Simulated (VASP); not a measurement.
# ZnO (Fm-3m) in VASP: further runs

The runs below take ZnO through single point, with LDA.

Program: VASP 6.6.1. These are calculated values, not measurements. Logs are shortened: lines on timing, memory, paths and dates and some standing lists are left out, and cuts for length are marked.

### 1 The cell of the first run

The structure is cubic, space group Fm-3m (No. 225). The conventional cell has a = 4.122 Å, b = 4.122 Å, c = 4.122 Å, α = 90.00°, β = 90.00°, γ = 90.00°. Zn (site symmetry m-3m) has 6 O at 2.06 Å within 2.7 Å. O (site symmetry m-3m) has 6 Zn at 2.06 Å within 2.7 Å.

### 2 Single point, LDA (strain -0.050 along x and y, -0.050 along z)

File INCAR:

```
PREC = Accurate
ENCUT = 520
EDIFF = 1E-6
ISMEAR = 0
SIGMA = 0.05
LREAL = False
LASPH = True
NELM = 80
ALGO = Normal
ISIF = 2
LWAVE = False
LCHARG = True
GGA = CA
LELF = True
LVHAR = True
NBANDS = 16
```

File KPOINTS:

```
regular mesh
0
Gamma
  12 12 12
```

File POSCAR:

```
ZnO
1.0
    0.0000000000      2.0609699000      2.0609699000
    2.0609699000      0.0000000000      2.0609699000
    2.0609699000      2.0609699000      0.0000000000
Zn O
1 1
Direct
    0.0000000000      0.0000000000      0.0000000000
    0.5000000000      0.5000000000      0.5000000000
```

Potentials or basis: VASP PAW LDA potentials, release 64 (Zn, O).

Launch:

```
cat potpaw_LDA.64/Zn/POTCAR potpaw_LDA.64/O/POTCAR > POTCAR
mpirun -np 1 vasp_std > vasp.out
```

OUTCAR:

```text
PREC = Accurate
   ENCUT = 520
   EDIFF = 1E-6
   ISMEAR = 0
   LREAL = False
   LASPH = True
   NELM = 80
   ISIF = 2
   GGA = CA

 ion  position               nearest neighbor table
   1  0.000  0.000  0.000-   2 2.06   2 2.06   2 2.06   2 2.06   2 2.06   2 2.06
   2  0.500  0.500  0.500-   1 2.06   1 2.06   1 2.06   1 2.06   1 2.06   1 2.06

  LATTYP: Found a face centered cubic cell.
 ALAT       =     4.1219398000

  Lattice vectors:

 A1 = (   0.0000000000,   2.0609699000,   2.0609699000)
 A2 = (   2.0609699000,   0.0000000000,   2.0609699000)
 A3 = (   2.0609699000,   2.0609699000,   0.0000000000)

Analysis of symmetry for initial positions (statically):
=====================================================================
 Subroutine PRICEL returns:
 Original cell was already a primitive cell.

 Routine SETGRP: Setting up the symmetry group for a
 face centered cubic supercell.

 Subroutine GETGRP returns: Found 48 space group operations
 (whereof 48 operations were pure point group operations)
 out of a pool of 48 trial point group operations.

The static configuration has the point symmetry O_h .

Analysis of symmetry for dynamics (positions and initial velocities):
=====================================================================
 Subroutine PRICEL returns:
 Original cell was already a primitive cell.

 Routine SETGRP: Setting up the symmetry group for a
 face centered cubic supercell.

 Subroutine GETGRP returns: Found 48 space group operations
 (whereof 48 operations were pure point group operations)
 out of a pool of 48 trial point group operations.

The dynamic configuration has the point symmetry O_h .

 Subroutine INISYM returns: Found 48 space group operations
 (whereof 48 operations are pure point group operations),
 and found     1 'primitive' translations

----------------------------------------------------------------------------------------

                                     Primitive cell

  volume of cell :      17.5083

  direct lattice vectors                    reciprocal lattice vectors
     0.000000000  2.060969900  2.060969900    -0.242604222  0.242604222  0.242604222
     2.060969900  0.000000000  2.060969900     0.242604222 -0.242604222  0.242604222
     2.060969900  2.060969900  0.000000000     0.242604222  0.242604222 -0.242604222

  length of vectors
     2.914651584  2.914651584  2.914651584     0.420202839  0.420202839  0.420202839

  position of ions in fractional coordinates (direct lattice)
     0.000000000  0.000000000  0.000000000
     0.500000000  0.500000000  0.500000000

  ion indices of the primitive-cell ions
   primitive index   ion index
                 1           1
                 2           2

----------------------------------------------------------------------------------------

 KPOINTS: regular mesh

Automatic generation of k-mesh.
 Grid dimensions read from file:
 generate k-points for:   12   12   12

 Generating k-lattice:

  Cartesian coordinates                     Fractional coordinates (reciprocal lattice)
    -0.020217019  0.020217019  0.020217019     0.083333333  0.000000000  0.000000000
     0.020217019 -0.020217019  0.020217019     0.000000000  0.083333333  0.000000000
     0.020217019  0.020217019 -0.020217019     0.000000000  0.000000000  0.083333333

  Length of vectors
     0.035016903  0.035016903  0.035016903

  Shift w.r.t. Gamma in fractional coordinates (k-lattice)
     0.000000000  0.000000000  0.000000000

 Subroutine IBZKPT returns following result:
 ===========================================

 Found     72 irreducible k-points:

 Following reciprocal coordinates:
            Coordinates               Weight
  0.000000  0.000000  0.000000      1.000000
  0.083333  0.000000  0.000000      8.000000
  0.166667  0.000000  0.000000      8.000000
  0.250000  0.000000  0.000000      8.000000
  0.333333  0.000000  0.000000      8.000000
  0.416667  0.000000  0.000000      8.000000
[... 16 lines left out ...]
  0.500000  0.166667  0.000000     24.000000
 -0.416667  0.166667  0.000000     24.000000
 [... further k-points ...]
   k-points           NKPTS =     72   k-points in BZ     NKDIM =     72   number of bands    NBANDS=     16
   number of dos      NEDOS =    301   number of ions     NIONS =      2
   total plane-waves  NPLWV =  13824
   dimension x,y,z NGX =    24 NGY =   24 NGZ =   24
   dimension x,y,z NGXF=    48 NGYF=   48 NGZF=   48
   ions per type =               1   1
   NGX,Y,Z   is equivalent  to a cutoff of  13.69, 13.69, 13.69 a.u.
   NGXF,Y,Z  is equivalent  to a cutoff of  27.38, 27.38, 27.38 a.u.
 SYSTEM =  unknown system
   PREC   = accura    normal or accurate (medium, high low for compatibility)
   ISTART =      0    job   : 0-new  1-cont  2-samecut
   ICHARG =      2    charge: 1-file 2-atom 10-const
   ISPIN  =      1    spin polarized calculation?
   LNONCOLLINEAR =      F non collinear calculations
   LSORBIT =      F    spin-orbit coupling
   LASPH  =      T    aspherical Exc in radial PAW
   ENCUT  =  520.0 eV  38.22 Ry    6.18 a.u.   5.42  5.42  5.42*2*pi/ulx,y,z
   NELM   =     80;   NELMIN=  2; NELMDL= -5     # of ELM steps
   EDIFF  = 0.1E-05   stopping-criterion for ELM
   LREAL  =      F    real-space projection
   EDIFFG = 0.1E-04   stopping-criterion for IOM
   NSW    =      0    number of steps for IOM
   IBRION =     -1    ionic relax: 0-MD 1-quasi-New 2-CG
   NFREE  =      0    steps in history (QN), initial steepest desc. (CG)
   ISIF   =      2    stress and relaxation
   ISYM   =      2    0-nonsym 1-usesym 2-fastsym
   POTIM  = 0.5000    time-step for ionic-motion
   TEBEG  =    0.0;   TEEND  =   0.0 temperature during run
   PSTRESS=    0.0 pullay stress
   NELECT =      18.0000    total number of electrons
   NUPDOWN=      -1.0000    fix difference up-down
   EMIN   =  10.00;   EMAX   =-10.00  energy-range for DOS
   EFERMI =   0.00;   METHOD = LEGACY
   ISMEAR =     0;   SIGMA  =   0.05  broadening in eV -4-tet -1-fermi 0-gaus
   EFERMI_NEDOS =   21; number of points for ismear=-14 and -15
   IALGO  =     38    algorithm
   IMIX   =      4    mixing-type and parameters
     AMIX     =   0.40;   BMIX     =  1.00
     AMIX_MAG =   1.60;   BMIX_MAG =  1.00
  volume/ion in A,a.u.               =       8.75        59.08
  Fermi-wavevector in a.u.,A,eV,Ry     =   1.652281  3.122359 37.144366  2.730034
  Thomas-Fermi vector in A             =   2.740917
   LORBIT       =      0    0 simple, 1 ext, 2 COOP (PROOUT), +10 PAW based schemes
   GGA     = CA    functional components
   LHFCALC =     F    Hartree Fock is set to
   AEXX    =    0.0000 exact exchange contribution
   IVDW    =     0    specifies the selected vdW correction
   LEPSILON=     F    determine dielectric tensor
   LRPA    =     F    only Hartree local field effects (RPA)
 non-spin polarized calculation
 Gauss-broadening in eV      SIGMA  =   0.05
  energy-cutoff  :      520.00
  volume of cell :       17.51
 maximum number of plane-waves:       495
 NGX is ok and might be reduce to    24
   NGX = 11   NGY = 11   NGZ = 11

 number of electron      18.0000010 magnetization

 Free energy of the ion-electron system (eV)
  ---------------------------------------------------
  ext. energy  EPLUGINS =         0.00000000
  ---------------------------------------------------
  free energy    TOTEN  =       -10.29184211 eV

  energy without entropy =      -10.29184211  energy(sigma->0) =      -10.29184211

 E-fermi :   3.9633     XC(G=0): -13.4459

 val. band max:        3.7519980618   @ k =   0.5000   0.0000   0.0000
 cond. band min:       5.2047525774   @ k =   0.0000   0.0000   0.0000
 fundamental gap:      1.4527545156
 Fermi energy:         3.9632629740

 k-point     1 :       0.0000    0.0000    0.0000
  band No.  band energies     occupation
      1     -15.7546      2.00000
      2      -1.4906      2.00000
      3      -1.4906      2.00000
      4      -1.4906      2.00000
      5      -1.2128      2.00000
      6      -1.2128      2.00000
[... 8 lines left out ...]
     15      24.4566      0.00000
     16      24.4566      0.00000

 k-point     2 :       0.0833    0.0000    0.0000
  band No.  band energies     occupation
      1     -15.6575      2.00000
      2      -1.5719      2.00000
      3      -1.5005      2.00000
      4      -1.5005      2.00000
      5      -1.3171      2.00000
      6      -1.3171      2.00000
[... 8 lines left out ...]
     15      24.2582      0.00000
     16      24.2582      0.00000

 k-point     3 :       0.1667    0.0000    0.0000
  band No.  band energies     occupation
      1     -15.3780      2.00000
      2      -1.9311      2.00000
      3      -1.7592      2.00000
      4      -1.7592      2.00000
      5      -1.3125      2.00000
      6      -1.3125      2.00000
[... 8 lines left out ...]
     15      24.5920      0.00000
     16      24.5920      0.00000

 k-point     4 :       0.2500    0.0000    0.0000
  band No.  band energies     occupation
      1     -14.9609      2.00000
      2      -2.7423      2.00000
      3      -2.1375      2.00000
      4      -2.1375      2.00000
      5      -1.1947      2.00000
      6      -1.1947      2.00000
[... 8 lines left out ...]
     15      25.5921      0.00000
     16      25.5921      0.00000

 k-point     5 :       0.3333    0.0000    0.0000
  band No.  band energies     occupation
      1     -14.4900      2.00000
      2      -3.7371      2.00000
      3      -2.4643      2.00000
      4      -2.4643      2.00000
      5      -1.0667      2.00000
      6      -1.0667      2.00000
[... 8 lines left out ...]
     15      27.0264      0.00000
     16      27.0264      0.00000

 k-point     6 :       0.4167    0.0000    0.0000
  band No.  band energies     occupation
      1     -14.0988      2.00000
      2      -4.5118      2.00000
      3      -2.6790      2.00000
      4      -2.6790      2.00000
      5      -0.9702      2.00000
      6      -0.9702      2.00000
[... 8 lines left out ...]
     15      28.6607      0.00000
     16      28.6607      0.00000

 k-point     7 :       0.5000    0.0000    0.0000
  band No.  band energies     occupation
      1     -13.9426      2.00000
      2      -4.8041      2.00000
      3      -2.7533      2.00000
      4      -2.7533      2.00000
      5      -0.9343      2.00000
      6      -0.9343      2.00000
[... 8 lines left out ...]
     15      29.6573      0.00000
     16      29.6573      0.00000

 k-point     8 :       0.0833    0.0833    0.0000
  band No.  band energies     occupation
      1     -15.6261      2.00000
      2      -1.5704      2.00000
      3      -1.5295      2.00000
      4      -1.5014      2.00000
      5      -1.5014      2.00000
      6      -1.1953      2.00000
[... 8 lines left out ...]
     15      25.1084      0.00000
     16      26.0318      0.00000

 k-point     9 :       0.1667    0.0833    0.0000
  band No.  band energies     occupation
      1     -15.4102      2.00000
      2      -2.0077      2.00000
      3      -1.6848      2.00000
      4      -1.5858      2.00000
      5      -1.4341      2.00000
      6      -1.2088      2.00000
[... 8 lines left out ...]
     15      25.4231      0.00000
     16      26.6467      0.00000
[... 172 lines left out ...]
 k-point    19 :       0.1667    0.1667    0.0000
  band No.  band energies     occupation
      1     -15.2694      2.00000
      2      -2.3798      2.00000
      3      -1.6356      2.00000
      4      -1.5043      2.00000
      5      -1.5043      2.00000
      6      -1.1474      2.00000
[... 8 lines left out ...]
     15      28.4996      0.00000
     16      28.8604      0.00000

 k-point    20 :       0.2500    0.1667    0.0000
  band No.  band energies     occupation
      1     -14.9784      2.00000
      2      -2.8248      2.00000
      3      -1.8258      2.00000
      4      -1.6184      2.00000
      5      -1.4293      2.00000
      6      -1.0949      2.00000
[... 8 lines left out ...]
     15      28.6592      0.00000
     16      29.2948      0.00000

 k-point    21 :       0.3333    0.1667    0.0000
  band No.  band energies     occupation
      1     -14.5914      2.00000
      2      -3.3043      2.00000
      3      -2.1926      2.00000
      4      -1.9211      2.00000
      5      -1.3103      2.00000
      6      -0.9948      2.00000
[... 8 lines left out ...]
     15      28.6782      0.00000
     16      29.7209      0.00000

 k-point    22 :       0.4167    0.1667    0.0000
  band No.  band energies     occupation
      1     -14.1998      2.00000
      2      -3.8129      2.00000
      3      -2.5517      2.00000
      4      -2.2456      2.00000
      5      -1.1726      2.00000
      6      -0.9180      2.00000
[... 8 lines left out ...]
     15      28.7908      0.00000
     16      30.4091      0.00000

 k-point    23 :       0.5000    0.1667    0.0000
  band No.  band energies     occupation
      1     -13.9252      2.00000
      2      -4.2153      2.00000
      3      -2.7230      2.00000
      4      -2.4946      2.00000
      5      -1.0400      2.00000
      6      -0.9030      2.00000
[... 8 lines left out ...]
     15      28.6127      0.00000
     16      30.1419      0.00000

 k-point    24 :      -0.4167    0.1667    0.0000
  band No.  band energies     occupation
      1     -13.8768      2.00000
      2      -4.3113      2.00000
      3      -2.6965      2.00000
      4      -2.6260      2.00000
      5      -0.9555      2.00000
      6      -0.9454      2.00000
[... 8 lines left out ...]
     15      28.0296      0.00000
     16      28.4062      0.00000

 [... further k-points ...]
[... 5 lines left out ...]
  --------------------------------------------------------------------------------------
  -------------------------------------------------------------------------------------
  Total        1.9594234      1.9594234      1.9594234      0.0000000      0.0000000     -0.0000000
  in kB      179.3056303    179.3056303    179.3056303      0.0000000      0.0000000     -0.0000000
  external PRESSURE =     179.3056303 kB  Pullay stress =       0.0000000 kB

 VOLUME and BASIS-vectors are now :
 -----------------------------------------------------------------------------
  energy-cutoff  :      520.00
  volume of cell :       17.51
      direct lattice vectors                 reciprocal lattice vectors
     0.000000000  2.060969900  2.060969900    -0.242604222  0.242604222  0.242604222
     2.060969900  0.000000000  2.060969900     0.242604222 -0.242604222  0.242604222
     2.060969900  2.060969900  0.000000000     0.242604222  0.242604222 -0.242604222

 POSITION                                       TOTAL-FORCE (eV/Angst)
 -----------------------------------------------------------------------------------
      0.00000      0.00000      0.00000         0.000000     -0.000000     -0.000000
      2.06097      2.06097      2.06097        -0.000000      0.000000      0.000000
 -----------------------------------------------------------------------------------
    total drift:                                0.000000     -0.000000     -0.000000

  FREE ENERGIE OF THE ION-ELECTRON SYSTEM (eV)
  ---------------------------------------------------
  free  energy   TOTEN  =       -10.2918421119 eV

  energy  without entropy=      -10.2918421119  energy(sigma->0) =      -10.29184211
```

It took 12 s on 1 thread of Intel Xeon 6455B, shared host; peak memory 0.14 GiB.

Results:

```yaml
Free_energy: -10.2918 eV
Pressure: 17.9 GPa
Band_gap_on_the_k_mesh: 1.45 eV, indirect (least direct gap 3.29 eV)
```

Caveat: the cell differs from its parent crystal (strain -0.050 along x and y, -0.050 along z). A k mesh can miss the band edges.

(Continued in part 2 of 2.)
